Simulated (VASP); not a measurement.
**Sr2CdP2: single point with PBE**

The system is Sr2CdP2.

```xyz
5
Lattice="-2.3098 3.0066 4.6542 4.6196 0.0000 0.0000 2.3098 3.0066 -4.6542" Properties=species:S:1:pos:R:3 pbc="T T T"
P     2.3098    4.3917    0.0000
P     2.3098    1.6215    0.0000
Cd    0.0000    0.0000    0.0000
Sr    0.0000    3.0066    1.8612
Sr    4.6196    3.0066   -1.8612
```

```json
{
 "Program": "VASP 6.6.1",
 "Task": "single point",
 "Functional": "PBE",
 "Potentials or basis": "VASP PAW PBE potentials, release 64 (P, Cd, Sr_sv)",
 "Cutoff": "520 eV",
 "k mesh": "8 × 8 × 8",
 "Occupations": "fermi-dirac, width 0.1 eV",
 "Spin": "no spin polarisation",
 "Dipole correction": "no",
 "Further INCAR settings": "ALGO = Normal; EDIFF = 1e-06; NBANDS = 29"
}
```

| Item | Value |
| --- | --- |
| Pressure | -0.6 GPa |
| Largest force | 0.532 eV/Å |
| Band gap on the k mesh | zero (bands 21 and 22 overlap by 0.65 eV) |

Forces in eV/Å, atoms in the order of the input:
```
P    0.000 -0.532  0.000
P    0.000  0.532  0.000
Cd   0.000  0.000  0.000
Sr   0.000  0.000  0.044
Sr   0.000  0.000 -0.044
```

Stress tensor (GPa, compression positive):
```
-1.99  0.00  0.00
 0.00  2.22  0.00
 0.00  0.00 -2.11
```

Levels at points of the mesh, in eV from the Fermi level:
```
           k point  band 19  band 20  band 21  band 22  band 23  band 24
(0.00, 0.00, 0.00)    -1.18    -1.10    -0.89    -0.41     1.28     1.93
(0.50, 0.00, 0.00)    -2.10    -1.96    -1.80     0.33     0.71     1.65
(0.00, 0.50, 0.00)    -2.54    -1.60    -0.69    -0.06     2.47     3.17
(0.50, 0.50, 0.00)    -2.08    -1.55    -1.06     0.26     1.75     1.96
(0.50, 0.00, 0.50)    -1.30    -0.99    -0.32     1.68     1.94     1.96
```

Wall time 14 min on 1 thread of AMD EPYC 7571, with other jobs on the host, peak memory 0.48 GiB.
